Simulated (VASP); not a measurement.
# CuSi16 (a cell with a defect) in VASP: a series of runs

The runs below take CuSi16 (a cell with a defect) through single point, with PBE.

Everything below comes from runs of VASP 6.6.1. Logs are shortened: lines on timing, memory, paths and dates and some standing lists are left out, and cuts for length are marked.

### Step 1. The cell of the first run

The cell holds a defect, 17 atoms: a = 7.679 Å, b = 7.679 Å, c = 7.679 Å, α = 60.00°, β = 60.00°, γ = 60.00°.

### Step 2. Single point, PBE

File INCAR:

```
SYSTEM = CuSi16
PREC     = Accurate       ! precision mode
ENCUT    = 520            ! plane-wave cutoff, eV
EDIFF    = 1E-7           ! SCF threshold, eV
ISMEAR   = 0              ! smearing method
SIGMA    = 0.05           ! smearing width, eV
LREAL    = Auto         
LASPH    = .TRUE.         ! aspherical terms in the spheres
NELM     = 100            ! most SCF steps
ALGO     = Normal         ! electronic algorithm
ISIF     = 2              ! what is computed and relaxed
LWAVE    = .FALSE.        ! write WAVECAR
LCHARG   = .FALSE.        ! write CHGCAR
GGA      = PE             ! functional
NELECT   = 74.0         
NBANDS   = 52             ! bands
```

File KPOINTS:

```
regular mesh
0
G
  2 2 2
  0 0 0
```

File POSCAR:

```
CuSi16
1.0
    0.0000000000      5.4300000000      5.4300000000
    5.4300000000      0.0000000000      5.4300000000
    5.4300000000      5.4300000000      0.0000000000
Si Cu
16 1
Direct
   -0.0110615101      0.0354357274     -0.0117696133
    0.1307205341      0.1197597606      0.1305069061
    0.0023647330     -0.0144573665      0.5061883057
    0.1302219153      0.1196399632      0.6199101289
    0.0006169429      0.5079044199      0.0000941068
    0.1124067219      0.6639085635      0.1118487109
    0.0003745856      0.5079723757      0.4915296501
    0.1332714549      0.6110403315      0.6278359116
    0.5064871087     -0.0140517495      0.0019012891
    0.6206953039      0.1195326888      0.1297855433
    0.5060920810     -0.0139869245      0.5055683241
    0.6294402394      0.1122463168      0.6289730203
    0.4921692449      0.5078325967     -0.0001383057
    0.6282961326      0.6114193370      0.1324476980
    0.5051824125      0.4857367403      0.5043277164
    0.6280489871      0.6114887661      0.6275679558
    0.2371081952      0.2925601289      1.2359674954
```

Potentials or basis: VASP PAW PBE potentials, release 64 (Si, Cu).

The run is started by

```
cat potpaw_PBE.64/Si/POTCAR potpaw_PBE.64/Cu/POTCAR > POTCAR
mpirun -np 1 vasp_std > vasp.out
```

OUTCAR:

```text
SYSTEM = CuSi16
   PREC = Accurate
   ENCUT = 520
   EDIFF = 1E-7
   ISMEAR = 0
   LREAL = Auto
   LASPH = .TRUE.
   NELM = 100
   ISIF = 2
   GGA = PE
   NELECT = 74.0

 ion  position               nearest neighbor table
   1  0.989  0.035  0.988-  10 2.32   4 2.32   2 2.32   6 2.33
   2  0.131  0.120  0.131-   1 2.32   3 2.36   9 2.36  17 2.43   5 2.43
   3  0.002  0.986  0.506-  12 2.34   8 2.35   4 2.36   2 2.36  17 2.95
   4  0.130  0.120  0.620-   1 2.32   3 2.36  11 2.36  17 2.43   7 2.43
   5  0.001  0.508  0.000-   8 2.34  14 2.34   6 2.39   2 2.43  17 2.57
   6  0.112  0.664  0.112-  17 2.33   1 2.33   5 2.39   7 2.39  13 2.39
   7  0.000  0.508  0.492-   8 2.34  16 2.34   6 2.39   4 2.43  17 2.56
   8  0.133  0.611  0.628-  15 2.33   5 2.34   7 2.34   3 2.35
   9  0.506  0.986  0.002-  12 2.34  14 2.35  10 2.36   2 2.36  17 2.95
  10  0.621  0.120  0.130-   1 2.32   9 2.36  11 2.36  17 2.42  13 2.43
  11  0.506  0.986  0.506-  12 2.34  16 2.35  10 2.36   4 2.36  17 2.94
  12  0.629  0.112  0.629-   3 2.34   9 2.34  11 2.34  15 2.34
  13  0.492  0.508  1.000-  16 2.34  14 2.34   6 2.39  10 2.43  17 2.56
  14  0.628  0.611  0.132-  15 2.33  13 2.34   5 2.34   9 2.35
  15  0.505  0.486  0.504-  16 2.33  14 2.33   8 2.33  12 2.34
  16  0.628  0.611  0.628-  15 2.33  13 2.34   7 2.34  11 2.35
  17  0.237  0.293  0.236-   6 2.33  10 2.42   4 2.43   2 2.43  13 2.56   7 2.56   5 2.57  11 2.94
                             9 2.95   3 2.95

  LATTYP: Found a face centered cubic cell.
 ALAT       =    10.8600000000

  Lattice vectors:

 A1 = (   0.0000000000,   5.4300000000,   5.4300000000)
 A2 = (   5.4300000000,   0.0000000000,   5.4300000000)
 A3 = (   5.4300000000,   5.4300000000,   0.0000000000)

Analysis of symmetry for initial positions (statically):
=====================================================================
 Subroutine PRICEL returns:
 Original cell was already a primitive cell.

 Routine SETGRP: Setting up the symmetry group for a
 face centered cubic supercell.

 Subroutine GETGRP returns: Found  1 space group operations
 (whereof  1 operations were pure point group operations)
 out of a pool of 48 trial point group operations.

The static configuration has the point symmetry C_1 .

Analysis of symmetry for dynamics (positions and initial velocities):
=====================================================================
 Subroutine PRICEL returns:
 Original cell was already a primitive cell.

 Routine SETGRP: Setting up the symmetry group for a
 face centered cubic supercell.

 Subroutine GETGRP returns: Found  1 space group operations
 (whereof  1 operations were pure point group operations)
 out of a pool of 48 trial point group operations.

The dynamic configuration has the point symmetry C_1 .

 Subroutine INISYM returns: Found  1 space group operations
 (whereof  1 operations are pure point group operations),
 and found     1 'primitive' translations

----------------------------------------------------------------------------------------

                                     Primitive cell

  volume of cell :     320.2060

  direct lattice vectors                    reciprocal lattice vectors
     0.000000000  5.430000000  5.430000000    -0.092081031  0.092081031  0.092081031
     5.430000000  0.000000000  5.430000000     0.092081031 -0.092081031  0.092081031
     5.430000000  5.430000000  0.000000000     0.092081031  0.092081031 -0.092081031

  length of vectors
     7.679179644  7.679179644  7.679179644     0.159489025  0.159489025  0.159489025

  position of ions in fractional coordinates (direct lattice)
     0.988938490  0.035435727  0.988230387
     0.130720534  0.119759761  0.130506906
     0.002364733  0.985542634  0.506188306
     0.130221915  0.119639963  0.619910129
     0.000616943  0.507904420  0.000094107
     0.112406722  0.663908564  0.111848711
[... 9 lines left out ...]
     0.628048987  0.611488766  0.627567956
     0.237108195  0.292560129  0.235967495

  ion indices of the primitive-cell ions
   primitive index   ion index
                 1           1
                 2           2
                 3           3
                 4           4
                 5           5
                 6           6
[... 9 lines left out ...]
                16          16
                17          17

----------------------------------------------------------------------------------------

 KPOINTS: regular mesh

Automatic generation of k-mesh.
 Grid dimensions read from file:
 generate k-points for:    2    2    2

 Generating k-lattice:

  Cartesian coordinates                     Fractional coordinates (reciprocal lattice)
    -0.046040516  0.046040516  0.046040516     0.500000000  0.000000000  0.000000000
     0.046040516 -0.046040516  0.046040516     0.000000000  0.500000000  0.000000000
     0.046040516  0.046040516 -0.046040516     0.000000000  0.000000000  0.500000000

  Length of vectors
     0.079744512  0.079744512  0.079744512

  Shift w.r.t. Gamma in fractional coordinates (k-lattice)
     0.000000000  0.000000000  0.000000000

 Subroutine IBZKPT returns following result:
 ===========================================

 Found      8 irreducible k-points:

 Following reciprocal coordinates:
            Coordinates               Weight
  0.000000  0.000000  0.000000      1.000000
  0.500000  0.000000  0.000000      1.000000
  0.000000  0.500000  0.000000      1.000000
  0.000000  0.000000  0.500000      1.000000
  0.500000  0.500000  0.500000      1.000000
  0.500000  0.500000  0.000000      1.000000
  0.000000  0.500000  0.500000      1.000000
  0.500000  0.000000  0.500000      1.000000
   k-points           NKPTS =      8   k-points in BZ     NKDIM =      8   number of bands    NBANDS=     52
   number of dos      NEDOS =    301   number of ions     NIONS =     17
   total plane-waves  NPLWV = 216000
   dimension x,y,z NGX =    60 NGY =   60 NGZ =   60
   dimension x,y,z NGXF=   120 NGYF=  120 NGZF=  120
   ions per type =              16   1
   NGX,Y,Z   is equivalent  to a cutoff of  12.99, 12.99, 12.99 a.u.
   NGXF,Y,Z  is equivalent  to a cutoff of  25.98, 25.98, 25.98 a.u.
 SYSTEM =  CuSi16
   PREC   = accura    normal or accurate (medium, high low for compatibility)
   ISTART =      0    job   : 0-new  1-cont  2-samecut
   ICHARG =      2    charge: 1-file 2-atom 10-const
   ISPIN  =      1    spin polarized calculation?
   LNONCOLLINEAR =      F non collinear calculations
   LSORBIT =      F    spin-orbit coupling
   LASPH  =      T    aspherical Exc in radial PAW
   ENCUT  =  520.0 eV  38.22 Ry    6.18 a.u.  14.28 14.28 14.28*2*pi/ulx,y,z
   NELM   =    100;   NELMIN=  2; NELMDL= -5     # of ELM steps
   EDIFF  = 0.1E-06   stopping-criterion for ELM
   LREAL  =      T    real-space projection
   EDIFFG = 0.1E-05   stopping-criterion for IOM
   NSW    =      0    number of steps for IOM
   IBRION =     -1    ionic relax: 0-MD 1-quasi-New 2-CG
   NFREE  =      0    steps in history (QN), initial steepest desc. (CG)
   ISIF   =      2    stress and relaxation
   ISYM   =      2    0-nonsym 1-usesym 2-fastsym
   POTIM  = 0.5000    time-step for ionic-motion
   TEBEG  =    0.0;   TEEND  =   0.0 temperature during run
   PSTRESS=    0.0 pullay stress
   NELECT =      74.0000    total number of electrons
   NUPDOWN=      -1.0000    fix difference up-down
   EMIN   =  10.00;   EMAX   =-10.00  energy-range for DOS
   EFERMI =   0.00;   METHOD = LEGACY
   ISMEAR =     0;   SIGMA  =   0.05  broadening in eV -4-tet -1-fermi 0-gaus
   EFERMI_NEDOS =   21; number of points for ismear=-14 and -15
   IALGO  =     38    algorithm
   IMIX   =      4    mixing-type and parameters
     AMIX     =   0.40;   BMIX     =  1.00
     AMIX_MAG =   1.60;   BMIX_MAG =  1.00
  volume/ion in A,a.u.               =      18.84       127.11
  Fermi-wavevector in a.u.,A,eV,Ry     =   1.004636  1.898488 13.732283  1.009294
  Thomas-Fermi vector in A             =   2.137265
   LORBIT       =      0    0 simple, 1 ext, 2 COOP (PROOUT), +10 PAW based schemes
   GGA     = PE    functional components
   LHFCALC =     F    Hartree Fock is set to
   AEXX    =    0.0000 exact exchange contribution
   IVDW    =     0    specifies the selected vdW correction
   LEPSILON=     F    determine dielectric tensor
   LRPA    =     F    only Hartree local field effects (RPA)
 non-spin polarized calculation
 Gauss-broadening in eV      SIGMA  =   0.05
  energy-cutoff  :      520.00
  volume of cell :      320.21
 maximum number of plane-waves:      8646
 NGX is ok and might be reduce to    60
   NGX = 29   NGY = 29   NGZ = 29

 number of electron      74.0000003 magnetization

 Free energy of the ion-electron system (eV)
  ---------------------------------------------------
  ext. energy  EPLUGINS =         0.00000000
  ---------------------------------------------------
  free energy    TOTEN  =       -94.22052609 eV

  energy without entropy =      -94.22052608  energy(sigma->0) =      -94.22052608

 E-fermi :   6.3805     XC(G=0):  -9.6084

 val. band max:        6.1949979480   @ k =   0.0000   0.0000   0.0000
 cond. band min:       6.5632038563   @ k =   0.0000   0.0000   0.0000
 fundamental gap:      0.3682059083
 Fermi energy:         6.3804827796

 k-point     1 :       0.0000    0.0000    0.0000
  band No.  band energies     occupation
      1      -5.8945      2.00000
      2      -3.5503      2.00000
      3      -3.5048      2.00000
      4      -3.4712      2.00000
      5      -3.4693      2.00000
      6      -2.0436      2.00000
[... 41 lines left out ...]
     48       8.4525      0.00000
     49       8.7620      0.00000

 k-point     2 :       0.5000    0.0000    0.0000
  band No.  band energies     occupation
      1      -5.2254      2.00000
      2      -4.9337      2.00000
      3      -3.2982      2.00000
      4      -3.2639      2.00000
      5      -3.1622      2.00000
      6      -3.0397      2.00000
[... 304 lines left out ...]
 k-point     8 :       0.5000    0.0000    0.5000
  band No.  band energies     occupation
      1      -4.9307      2.00000
      2      -4.7235      2.00000
      3      -3.8694      2.00000
      4      -3.7765      2.00000
      5      -3.7474      2.00000
      6      -3.7366      2.00000
[... 41 lines left out ...]
     48      10.5017      0.00000
     49      10.5077      0.00000
 [bands above 49 left out]

------------------------ aborting loop because EDIFF is reached ----------------------------------------

  FORCE on cell =-STRESS in cart. coord.  units (eV):
  Direction    XX          YY          ZZ          XY          YZ          ZX
  --------------------------------------------------------------------------------------
  -------------------------------------------------------------------------------------
  Total       -1.8470728     -1.8736960     -1.8291285     -0.2094318     -0.2067014      0.1706591
  in kB       -9.2419820     -9.3751935     -9.1521962     -1.0479091     -1.0342475      0.8539067
  external PRESSURE =      -9.2564572 kB  Pullay stress =       0.0000000 kB

 VOLUME and BASIS-vectors are now :
 -----------------------------------------------------------------------------
  energy-cutoff  :      520.00
  volume of cell :      320.21
      direct lattice vectors                 reciprocal lattice vectors
     0.000000000  5.430000000  5.430000000    -0.092081031  0.092081031  0.092081031
     5.430000000  0.000000000  5.430000000     0.092081031 -0.092081031  0.092081031
     5.430000000  5.430000000  0.000000000     0.092081031  0.092081031 -0.092081031

 POSITION                                       TOTAL-FORCE (eV/Angst)
 -----------------------------------------------------------------------------------
      5.55851     10.73603      5.56235        -0.008826      0.008945     -0.003061
      1.35895      1.41847      1.36011        -0.002788     -0.011516      0.003260
      8.10010      2.76144      5.36434         0.000122     -0.001444      0.003794
      4.01576      4.07322      1.35675         0.011600      0.003336     -0.000084
      2.75843      0.00386      2.76127        -0.009353      0.003788     -0.011813
      4.21236      1.21771      4.21539         0.007693     -0.010450      0.009686
[... 9 lines left out ...]
      6.72808      6.81800      6.73069         0.002870     -0.001030      0.006030
      2.86990      2.56880      2.87610        -0.004851     -0.001042     -0.010347
 -----------------------------------------------------------------------------------
    total drift:                                0.007725      0.001080     -0.000690

  FREE ENERGIE OF THE ION-ELECTRON SYSTEM (eV)
  ---------------------------------------------------
  free  energy   TOTEN  =       -94.2205260900 eV

  energy  without entropy=      -94.2205260787  energy(sigma->0) =      -94.22052608
```

Run time: 4.8 min. Hardware: 1 thread of Intel Xeon 6975P-C (Granite Rapids), shared host; peak memory 0.48 GiB.

What came out:

```
Free energy   : -94.2205 eV
Largest force : 0.017 eV/Å
```

Forces on the atoms (eV/Å):
```
Si  -0.009  0.009 -0.003
Si  -0.003 -0.012  0.003
Si   0.000 -0.001  0.004
Si   0.012  0.003  0.000
Si  -0.009  0.004 -0.012
Si   0.008 -0.010  0.010
Si   0.004  0.010 -0.013
Si   0.006 -0.009  0.005
Si  -0.002  0.000 -0.006
Si  -0.004  0.002  0.013
Si   0.002  0.006 -0.005
Si   0.002 -0.004  0.001
Si  -0.005  0.006  0.010
Si   0.003 -0.004  0.006
Si  -0.003  0.003 -0.008
Si   0.003 -0.001  0.006
Cu  -0.005 -0.001 -0.010
```

Caveat: the k points lie up to 0.50 Å⁻¹ apart; the cell carries a net charge on a neutralising background, which shifts energy and pressure; the cell is charged against a uniform background, so pressure and absolute levels hang on convention.

(Continued in part 2 of 2.)
